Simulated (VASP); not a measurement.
Wanted: the native input for a VASP 6.6.1 run.

```
Task                   : single point
Functional             : PBE
Potentials or basis    : VASP PAW PBE potentials, release 64 (Li_sv, Cl, K_sv)
Cutoff                 : 520 eV
k mesh                 : 1 × 1 × 1
Occupations            : fermi-dirac, width 0.1379 eV
Spin                   : no spin polarisation
Dipole correction      : no
Further INCAR settings : LREAL = Auto; ALGO = Normal; EDIFF = 1e-07; NBANDS = 63; ISYM = 0
```

The structure of K3Li5Cl8 lies in POSCAR:

```
K3Li5Cl8
1.0
    7.2786070000      0.1333350000      0.0943410000
    0.1333350000      7.6899040000     -0.1216970000
    0.0943410000     -0.1216970000      7.1404950000
Li Cl K
5 8 3
Direct
    0.1865929147      0.0925556653      0.7994572344
    0.9055721959      0.4787792401      0.3457017211
    0.9666799622      0.1031767894      0.3098587355
    0.4274292430      0.7352408108      0.7405813601
    0.5927658044      0.1812180088      0.7622662812
    0.3584081558      0.3579152744      0.8366060940
    0.8579572317      0.2200267641      0.0316640589
    0.7271934577      0.3958114984      0.5475464816
    0.2381226729      0.6733451219      0.4748961172
    0.2660302268      0.1529881286      0.2916108251
    0.4213627796     -0.0136905342      0.9236424249
    0.8355053306      0.7443180442      0.1399328568
    0.8465998018      1.0181145979      0.6445919254
    0.1754908307      0.4986346655      0.1415053666
    0.5468744155      0.9278773169      0.3605593459
    0.9364002066      0.5912888251      0.7718532321
```

The input as run:

INCAR

```
  ALGO = Normal
  EDIFF = 1E-7
  ENCUT = 520
  GGA = PE
  ISIF = 2
  ISMEAR = -1
  ISYM = 0
  LASPH = True
  LCHARG = True
  LELF = True
  LREAL = Auto
  LVHAR = True
  LWAVE = False
  NBANDS = 63
  NELM = 60
  PREC = Accurate
  SIGMA = 0.1379
```

KPOINTS

```
k-points
0
Gamma
  1 1 1
```

Potentials or basis: VASP PAW PBE potentials, release 64 (Li_sv, Cl, K_sv).

The run is started by

```sh
$ cat potpaw_PBE.64/Li_sv/POTCAR potpaw_PBE.64/Cl/POTCAR potpaw_PBE.64/K_sv/POTCAR > POTCAR
$ mpirun -np 1 vasp_gam > vasp.out
```

It gave:

| Property | Result |
| --- | --- |
| Largest force | 2.339 eV/Å |
| Band gap on the k mesh | 4.11 eV |

Caveat: the k points lie up to 0.88 Å⁻¹ apart.

It took 49 s on 1 thread of AMD EPYC 7R43 64-Core Processor (Zen 3), on a shared host, peak memory 0.35 GiB.
